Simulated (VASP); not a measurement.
Set up this calculation in VASP 6.6.1, as the native input.

| Item | Value |
| --- | --- |
| Task | single point |
| Functional | PBE |
| Dispersion | D3(BJ) |
| Potentials or basis | VASP PAW PBE potentials, release 64 (Te, Mo_sv) |
| Cutoff | 520 eV |
| k mesh | 9 × 9 × 1 |
| Occupations | gaussian, width 0.05 eV |
| Spin | no spin polarisation |
| Dipole correction | yes |
| Further INCAR settings | ALGO = Normal; EDIFF = 1e-06; NBANDS = 35 |

The structure of Te2Mo lies in POSCAR:

```
Te2Mo
1.0
    3.5038817003      0.0000000000      0.0000000000
   -1.7519408501      3.0344505643      0.0000000000
    0.0000000000      0.0000000000     24.7677199090
Te Mo
4 2
Direct
    0.3333333333      0.6666666667      0.1816881011
    0.3333333333      0.6666666667      0.3284056823
    0.5000000000      1.3333333333      0.4749674172
    0.5000000000      1.3333333333      0.6216849983
    0.6666666667      0.3333333333      0.2550468917
    0.1666666667      1.6666666667      0.5483262077
```

The input as run:

INCAR

```
SYSTEM = Te2Mo
PREC = Accurate ; ENCUT = 520
EDIFF = 1E-6 ; ISMEAR = 0
SIGMA = 0.05 ; LREAL = .False.
LASPH = .True. ; NELM = 80
ALGO = Normal ; ISIF = 2
LWAVE = .False. ; LCHARG = .False.
LDIPOL = .True. ; IDIPOL = 3
DIPOL = 0.5 0.5 0.402 ; GGA = PE
IVDW = 12 ; NBANDS = 35
```

KPOINTS

```
regular mesh
0
Gamma
  9 9 1
  0 0 0
```

Potentials or basis: VASP PAW PBE potentials, release 64 (Te, Mo_sv).

Run with:

```console
$ cat potpaw_PBE.64/Te/POTCAR potpaw_PBE.64/Mo_sv/POTCAR > POTCAR
$ mpirun -np 1 vasp_std > vasp.out
```

It gave:

| Property | Result |
| --- | --- |
| Largest force | 0.102 eV/Å |
| Band gap on the k mesh | 1.09 eV, indirect (least direct gap 1.15 eV) |
| Dispersion energy per atom | -0.460 eV |

Caveat: spin-orbit coupling is left out, which moves the levels of the heavy elements.

Run time: 15 min on 1 thread of Oxide Virtual Turin-like Processor (shared host), peak memory 0.55 GiB.
